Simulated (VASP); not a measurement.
Write the native input for VASP 6.6.1 that does the following.

```
Task                   : single point
Functional             : PBE
Potentials or basis    : VASP PAW PBE potentials, release 64 (Ba_sv, O_h, Al, Na_sv)
Cutoff                 : 1000 eV
k mesh                 : 1 × 1 × 1
Occupations            : fermi-dirac, width 0.2111 eV
Spin                   : no spin polarisation
Dipole correction      : no
Further INCAR settings : LREAL = Auto; ALGO = Normal; EDIFF = 1e-06; NBANDS = 92; ISYM = 0
```

The structure of Ba5Na4Al2O10 lies in POSCAR:

```
Ba5Na4Al2O10
1.0
    6.9327090000     -0.0765500000      0.0671430000
   -0.0765500000      7.2143380000     -0.0554530000
    0.0671430000     -0.0554530000      6.7389310000
Ba O Al Na
5 10 2 4
Direct
    0.7078011809      0.9262560178      0.0932827151
    0.3840693522      0.6019393784      0.8502808199
    0.9519997886      0.7325058938      0.7270575300
    0.3793851801      0.1145543627      0.6328594734
    0.8875022160      0.1661859343      0.5637063130
    1.0354974584      0.1725165727      0.2314849574
    0.6559900660      0.3824030853      0.7184475189
    0.1029540865      0.4769541766      0.5257155614
    0.4573819014      0.5914959536      0.3186689747
    0.2047170535      0.8702873882      0.4714674671
    0.5832642916     -0.2014814339      0.7648450675
    0.6523777616      0.0394118184      0.4157513860
    0.4017162932      1.0404583380      0.1425304843
    0.0681892292      0.6738369086      0.1407016704
    0.0379698198      0.9619049417      0.9298826635
    0.1553780450     -0.0200620499      0.1438047000
    0.2166532527      0.6375166704      0.3707452210
    0.8701330320      0.3927929877      0.2478620433
    0.1152643755      0.3146004497      0.8933960509
    0.3962294037      0.3102805482      0.1700970015
    0.6503507340      0.6804801705      0.5072512491
```

These files were run (other wordings do the same):

INCAR

```
  ALGO = Normal
  EDIFF = 1E-6
  ENCUT = 1000
  GGA = PE
  GGA_COMPAT = F
  ISIF = 2
  ISMEAR = -1
  ISYM = 0
  LASPH = T
  LCHARG = F
  LREAL = Auto
  LWAVE = F
  NBANDS = 92
  NELM = 120
  PREC = Accurate
  SIGMA = 0.2111
```

KPOINTS

```
k-points
0
Gamma
  1 1 1
```

Potentials or basis: VASP PAW PBE potentials, release 64 (Ba_sv, O_h, Al, Na_sv).

Run with:

```console
$ cat potpaw_PBE.64/Ba_sv/POTCAR potpaw_PBE.64/O_h/POTCAR potpaw_PBE.64/Al/POTCAR potpaw_PBE.64/Na_sv/POTCAR > POTCAR
$ mpirun -np 1 vasp_gam > vasp.out
```

It gave:

```
Pressure      : 15.4 GPa
Largest force : 4.160 eV/Å
```

Caveat: the k points lie up to 0.93 Å⁻¹ apart, too coarse for converged energies, forces and pressures; the atoms stand as in a frame of molecular dynamics.

Wall time 97 s on 1 thread of Intel(R) Xeon(R) 6975P-C (Granite Rapids) (shared host), peak memory 0.8 GiB.
